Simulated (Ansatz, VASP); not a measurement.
**One calculation of Ta2C, two programs**

```
CELL_PARAMETERS angstrom
3.20347 0.00000 0.00000
-1.60173 2.77429 0.00000
0.00000 0.00000 5.09057
ATOMIC_POSITIONS crystal
Ta 0.33333 0.66667 0.24811
Ta 0.66667 0.33333 0.75189
C 0.00000 0.00000 0.00000
```

Change from the starting cell: equal strain along all axes, cell held, atoms relaxed: +3.0 %.

Alike in both runs: functional r2SCAN; k mesh 18 × 18 × 10; occupations gaussian, width 0.1 eV; no spin polarisation.

Ansatz relaxed the structure, and its values are those at the end. VASP's run is a single point on that final structure, the one shown.

```csv
,VASP,Ansatz
version,VASP 6.6.1,Ansatz 0.2.0
potentials or method,"VASP PAW PBE potentials, release 64 (Ta_pv, C), cutoff 520 eV","scalar-relativistic, plane waves, PAW"
valence electrons in the cell,26,30
```

Ansatz gave:

- gap on the k mesh at the Fermi level (eV): none
- pressure (GPa): -19.8
- rms of the force components (eV/Å): 0.000

Task: What did VASP give for the same quantities?

Result: gap on the k mesh at the Fermi level (eV): none; pressure (GPa): -19.2; rms of the force components (eV/Å): 0.017.

VASP's potentials were made for PBE, not for r2SCAN. A gap of «none» marks a metal or a gap that the smearing closes. VASP's potentials hold 26 valence electrons a cell and Ansatz's 30, so a difference there can come from the potentials and not from the codes. Ansatz's warnings: stress scf threshold loose.

Neither program's run includes spin-orbit coupling.
